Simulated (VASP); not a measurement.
Wanted: the native input for a VASP 6.6.1 run.

```yaml
Task: single point
Functional: LDA
Potentials_or_basis: VASP PAW LDA potentials, release 64 (Re)
Cutoff: 600 eV
k_mesh: 13 × 13 × 7
Occupations: methfessel-paxton, width 0.1 eV
Spin: no spin polarisation
Dipole_correction: no
Further_INCAR_settings: ALGO = Normal; EDIFF = 1e-06; NBANDS = 14
```

The structure of Re lies in POSCAR:

```
Re
1.0
    2.7391880258      0.0000000000      0.0000000000
   -1.3695940129      2.3722064161      0.0000000000
    0.0000000000      0.0000000000      4.4118668232
Re
2
Direct
    0.3333333333      0.6666666667      0.2500000000
    0.6666666667      0.3333333333      0.7500000000
```

The input as run:

INCAR

```
SYSTEM = Re
PREC     = Accurate       ! precision mode
ENCUT    = 600            ! plane-wave cutoff, eV
EDIFF    = 1E-6           ! SCF threshold, eV
ISMEAR   = 1              ! smearing method
SIGMA    = 0.1            ! smearing width, eV
LREAL    = .FALSE.        ! projectors in reciprocal space
LASPH    = .TRUE.         ! aspherical terms in the spheres
NELM     = 120            ! most SCF steps
ALGO     = Normal         ! electronic algorithm
ISIF     = 2              ! what is computed and relaxed
LWAVE    = .FALSE.        ! write WAVECAR
LCHARG   = .FALSE.        ! write CHGCAR
NBANDS   = 14             ! bands
GGA_COMPAT= .FALSE.
```

KPOINTS

```
regular mesh
0
G
  13 13 7
  0 0 0
```

Potentials or basis: VASP PAW LDA potentials, release 64 (Re).

The run is started by

```console
$ cat potpaw_LDA.64/Re/POTCAR > POTCAR
$ mpirun -np 1 vasp_std > vasp.out
```

It gave:

The pressure is 1.4 GPa and the band gap on the k mesh is zero (band 7 reaches 9.55 eV, above the bottom of band 8 at 6.50 eV).

Caveat: spin-orbit coupling is left out, which moves the levels of the heavy elements.

Wall time 17 s on 1 thread of Intel(R) Xeon(R) 6975P-C (Granite Rapids), on a shared host, peak memory 0.16 GiB.
